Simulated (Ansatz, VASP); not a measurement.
## Two plane-wave programs on TiAl3

```
Ti Al
1.0
    -1.89243    1.89243    4.23239
     1.89243   -1.89243    4.23239
     1.89243    1.89243   -4.23239
Ti Al
1 3
Direct
  0.00000 0.00000 0.00000
  0.50000 0.50000 0.00000
  0.75000 0.25000 0.50000
  0.25000 0.75000 0.50000
```

Alike in both runs: functional LDA; k mesh 16 × 16 × 16; occupations fermi-dirac, width 0.15 eV; no spin polarisation.

Ansatz relaxed the structure, and its values are those at the end. VASP's run is a single point on that final structure, the one shown.

|  | VASP | Ansatz |
| --- | --- | --- |
| version | VASP 6.6.1 | Ansatz 0.2.0 |
| potentials or method | VASP PAW LDA potentials, release 64 (Ti_sv, Al), cutoff 520 eV | scalar-relativistic, plane waves, PAW |
| valence electrons in the cell | 21 | 21 |

```csv
,VASP,Ansatz,Ansatz less VASP
gap on the k mesh at the Fermi level (eV),none,none,-
pressure (GPa),0.2,0.0,-0.19
```

Ansatz warns that its potentials were made for another functional, while VASP's fit it. LDA's correlation is that of Perdew and Zunger in VASP and of Perdew and Wang (1992) in Ansatz. A gap of «none» marks a metal or a gap that the smearing closes.
